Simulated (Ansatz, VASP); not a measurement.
# One calculation of AlRuC4N4, two programs

The input INCAR:

```
ALGO = Normal ; EDIFF = 1E-7
ENCUT = 520 ; GGA = PE
ISIF = 2 ; ISMEAR = 0
ISPIN = 2 ; LASPH = True
LCHARG = False ; LMAXMIX = 4
LORBIT = 11 ; LREAL = False
LWAVE = False ; MAGMOM = 0 1 0 0 0 0 0 0 0 0
NBANDS = 42 ; NELM = 150
PREC = Accurate ; SIGMA = 0.1
```

KPOINTS

```
k-points
0
Gamma
  4 4 4
```

Contents of POSCAR:

```
AlRuC4N4
1.0
    5.8064116600      0.0000000000      0.0000000000
    0.0000000000      5.8064116600      0.0000000000
    0.0000000000      0.0000000000      5.8064116600
Al Ru C N
1 1 4 4
Direct
    0.5000000000      0.5000000000      0.5000000000
    0.0000000000      0.0000000000      0.0000000000
    0.1885254100      0.1885254100      0.1885254100
    0.1885254100      0.8114745900      0.8114745900
    0.8114745900      0.1885254100      0.8114745900
    0.8114745900      0.8114745900      0.1885254100
    0.3048622800      0.3048622800      0.3048622800
    0.3048622800      0.6951377200      0.6951377200
    0.6951377200      0.3048622800      0.6951377200
    0.6951377200      0.6951377200      0.3048622800
```

Input for Ansatz:

```yaml
crystal:
  lattice:
    - [5.80641166, 0.0, 0.0]
    - [0.0, 5.80641166, 0.0]
    - [0.0, 0.0, 5.80641166]
  atoms:
    - { symbol: Al, position: [0.5, 0.5, 0.5] }
    - { symbol: Ru, position: [0.0, 0.0, 0.0], spin: 1.0 }
    - { symbol: C, position: [0.18852541, 0.18852541, 0.18852541] }
    - { symbol: C, position: [0.18852541, 0.81147459, 0.81147459] }
    - { symbol: C, position: [0.81147459, 0.18852541, 0.81147459] }
    - { symbol: C, position: [0.81147459, 0.81147459, 0.18852541] }
    - { symbol: "N", position: [0.30486228, 0.30486228, 0.30486228] }
    - { symbol: "N", position: [0.30486228, 0.69513772, 0.69513772] }
    - { symbol: "N", position: [0.69513772, 0.30486228, 0.69513772] }
    - { symbol: "N", position: [0.69513772, 0.69513772, 0.30486228] }
basis:
  ecutwfc: 420
kpoints:
  mp_grid: { grid: [4, 4, 4] }
hamiltonian:
  xc: pbe
scf:
  occupations: { method: gaussian, width: 0.1 }
  lower_state_search: "off"
output:
  forces: true
  stress: true
  eigenvalues: true
  populations: true
magnetization:
  spin_polarized: true
```

Alike in both runs: task single point; functional PBE; k mesh 4 × 4 × 4; occupations gaussian, width 0.1 eV; collinear spin.

```csv
,VASP,Ansatz
version,VASP 6.6.1,Ansatz 0.2.0
potentials or method,"VASP PAW PBE potentials, release 64 (Al, Ru_pv, C, N), cutoff 520 eV","scalar-relativistic, plane waves, PAW"
valence electrons in the cell,53,55
```

Ansatz gave:

| Quantity | Value |
| --- | --- |
| gap on the k mesh at the Fermi level (eV) | 0.19 |
| least direct gap on the mesh (eV) | 0.57 |
| pressure (GPa) | 1.1 |
| rms of the force components (eV/Å) | 1.310 |
| net moment per atom (μB) | 0.30 |
| size of the moment on the site where the two differ most (μB) | 0.73 |

Which values does VASP return?

gap on the k mesh at the Fermi level (eV): 0.19; least direct gap on the mesh (eV): 0.57; pressure (GPa): 1.3; rms of the force components (eV/Å): 1.464; net moment per atom (μB): 0.30; size of the moment on the site where the two differ most (μB): 1.17.

Site moments also hang on the region over which each program counts them. Atom by atom the forces differ by 0.196 eV/Å (rms over components). VASP's potentials hold 53 valence electrons a cell and Ansatz's 55, so a difference there can come from the potentials and not from the codes.

Noted on VASP's run: the standard files for N, O and F lose accuracy on very short bonds.
